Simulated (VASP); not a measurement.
A run of VASP 6.6.1:

File INCAR:

```
SYSTEM = TaTeF2
PREC     = Accurate       ! precision mode
ENCUT    = 520            ! plane-wave cutoff, eV
EDIFF    = 1E-6           ! SCF threshold, eV
ISMEAR   = 0              ! smearing method
SIGMA    = 0.1            ! smearing width, eV
LREAL    = .FALSE.        ! projectors in reciprocal space
LASPH    = .TRUE.         ! aspherical terms in the spheres
NELM     = 60             ! most SCF steps
ALGO     = Normal         ! electronic algorithm
ISIF     = 2              ! what is computed and relaxed
LWAVE    = .FALSE.        ! write WAVECAR
LCHARG   = .TRUE.         ! write CHGCAR
GGA      = PE             ! functional
LELF     = .TRUE.         ! ELF
LVHAR    = .TRUE.       
NBANDS   = 24             ! bands
```

The input KPOINTS:

```
Automatic mesh
0
G
  6 6 4
  0 0 0
```

File POSCAR:

```
TaTeF2
1.0
    3.8083462000      0.0000000000      0.0000000000
   -1.9041731000      3.2981245600      0.0000000000
    0.0000000000      0.0000000000      5.8301723000
Ta Te F
1 1 2
Direct
    0.0000000000      0.0000000000      0.5000000000
    0.0000000000      0.0000000000      0.0000000000
    0.3333333300      0.6666666700      0.0000000000
    0.6666666700      0.3333333300      0.0000000000
```

Potentials or basis: VASP PAW PBE potentials, release 64 (Ta_pv, Te, F).

Run with:

```bash
$ cat potpaw_PBE.64/Ta_pv/POTCAR potpaw_PBE.64/Te/POTCAR potpaw_PBE.64/F/POTCAR > POTCAR
$ mpirun -np 1 vasp_std > vasp.out
```

Hardware: 1 thread of AMD EPYC 7R13 Processor (Zen 3), with other jobs on the host.

Question: How long does it take, and how much memory?

Answer: Wall time 36 s on 1 thread of AMD EPYC 7R13 Processor (Zen 3), with other jobs on the host, peak memory 0.17 GiB. Counts: scf iterations 14, k points 21.
